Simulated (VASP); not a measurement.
Write the native input for VASP 6.6.1 that does the following.

- Task: single point
- Functional: PBE
- Potentials or basis: VASP PAW PBE potentials, release 64 (Ru_pv, Se)
- Cutoff: 500 eV
- k mesh: 10 × 10 × 10
- Occupations: gaussian, width 0.05 eV
- Spin: no spin polarisation
- Dipole correction: no
- Further INCAR settings: ALGO = Normal; EDIFF = 1e-06; NBANDS = 17

The structure of RuSe lies in POSCAR:

```
RuSe
1.0
    0.0000000000      2.7480445174      2.7480445174
    2.7480445174      0.0000000000      2.7480445174
    2.7480445174      2.7480445174      0.0000000000
Ru Se
1 1
Direct
    0.0000000000      0.0000000000      0.0000000000
    0.2500000000      0.2500000000      0.2500000000
```

These files were run (other wordings do the same):

INCAR

```
PREC = Accurate
ENCUT = 500
EDIFF = 1E-6
ISMEAR = 0
SIGMA = 0.05
LREAL = False
LASPH = True
NELM = 120
ALGO = Normal
ISIF = 2
LWAVE = False
LCHARG = False
GGA = PE
NBANDS = 17
GGA_COMPAT = False
```

KPOINTS

```
regular mesh
0
Gamma
  10 10 10
```

Potentials or basis: VASP PAW PBE potentials, release 64 (Ru_pv, Se).

Launch:

```bash
$ cat potpaw_PBE.64/Ru_pv/POTCAR potpaw_PBE.64/Se/POTCAR > POTCAR
$ mpirun -np 1 vasp_std > vasp.out
```

Results of the run:

```yaml
Pressure: 0.6 GPa
Band_gap_on_the_k_mesh: zero (band 10 reaches 8.45 eV, above the bottom of band 11 at 5.98 eV)
```

It took 42 s on 1 thread of Intel Xeon 8259CL (shared host), peak memory 0.17 GiB.
